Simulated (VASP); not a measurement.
In: single point with PBEsol

The system is In.

```xyz
1
Lattice="-1.6469 1.6469 2.5063 1.6469 -1.6469 2.5063 1.6469 1.6469 -2.5063" Properties=species:S:1:pos:R:3 pbc="T T T"
In    0.0000    0.0000    0.0000
```

This cell differs from its parent crystal: volume scaled by 1.04.

```json
{"Program": "VASP 6.6.1", "Task": "single point", "Functional": "PBEsol", "Potentials or basis": "VASP PAW PBE potentials, release 64 (In_d)", "Cutoff": "520 eV", "k mesh": "11 × 11 × 11", "Occupations": "fermi-dirac, width 0.05 eV", "Spin": "no spin polarisation", "Dipole correction": "no", "Further INCAR settings": "ALGO = Fast; EDIFF = 1e-07; NBANDS = 12"}
```

The pressure is -2.3 GPa.

Stress tensor (GPa, compression positive):
```
-2.30  0.00  0.00
 0.00 -2.30  0.00
 0.00  0.00 -2.43
```

Levels at points of the mesh, in eV from the Fermi level:
```tsv
k point	band 4	band 5	band 6	band 7	band 8	band 9
(0.00, 0.00, 0.00)	-14.41	-14.32	-9.32	10.16	10.16	10.31
```

Wall time 47 s on 1 thread of Intel Xeon 6975P-C, on a shared host, peak memory 0.18 GiB.

Caveat: the PAW data sets were made with another functional, which shifts forces and pressure a little; spin-orbit coupling is left out, which moves the levels of the heavy elements.
